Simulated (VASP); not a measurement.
Crystal: Al2Pt.

```
Pt Al
1.0
     0.00000    2.97457    2.97457
     2.97457    0.00000    2.97457
     2.97457    2.97457    0.00000
Pt Al
1 2
Direct
  0.00000 0.00000 0.00000
  0.75000 0.75000 0.75000
  0.25000 0.25000 0.25000
```

Base run:

* Program: VASP 6.6.1
* Functional: r2SCAN
* Potentials or basis: VASP PAW PBE potentials, release 64 (Pt, Al)
* Cutoff: 520 eV
* k mesh: 8 × 8 × 8
* Occupations: fermi-dirac, width 0.05 eV
* Spin: no spin polarisation

Its results: band gap on the k mesh zero (band 8 reaches 11.52 eV, above the bottom of band 9 at 5.89 eV); pressure -3.3 GPa.

The run is repeated on the same cell with these changes: functional from r2SCAN to PBE. What comes out?

Band gap on the k mesh zero (band 8 reaches 11.48 eV, above the bottom of band 9 at 6.10 eV); pressure -0.3 GPa.

Caveats: spin-orbit coupling is left out, which moves the levels of the heavy elements; the PAW data sets were made with another functional, which shifts forces and pressure a little (some runs).
